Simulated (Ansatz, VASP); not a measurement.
# Li4SiC2 in VASP and in Ansatz

```
CELL_PARAMETERS angstrom
2.10610 1.21596 6.74772
-2.10610 1.21596 6.74772
0.00000 -2.43192 6.74772
ATOMIC_POSITIONS crystal
Li 0.38790 0.38790 0.38790
Li 0.61210 0.61210 0.61210
Li 0.20832 0.20832 0.20832
Li 0.79168 0.79168 0.79168
Si 0.00000 0.00000 0.00000
C 0.08893 0.08893 0.08893
C 0.91107 0.91107 0.91107
```

Change from the starting cell: species swapped into the K4HgAs2 type (R-3m, No. 166).

Alike in both runs: task relaxation of cell and atoms; functional PBE; k mesh 6 × 6 × 6; occupations gaussian, width 0.1 eV; no spin polarisation.

```csv
,VASP,Ansatz
version,VASP 6.6.1,Ansatz 0.2.0
potentials or method,"VASP PAW PBE potentials, release 64 (Li_sv, Si, C), cutoff 600 eV","scalar-relativistic, plane waves, PAW"
valence electrons in the cell,24,24
```

```tsv
	VASP	Ansatz	Ansatz less VASP
gap on the k mesh at the Fermi level, each at its own relaxed structure (eV)	0.44	0.43	-0.012
relaxed volume (Å³/atom)	11.75	11.86	+0.107
relaxed cell length with the largest relative difference (Å)	6.663	6.680	+0.0169
```

Noted on VASP's run: the cutoff is short for stress, so the pressure is rough; the volume moved by over 15 % at a fixed basis, so the end points are rough.
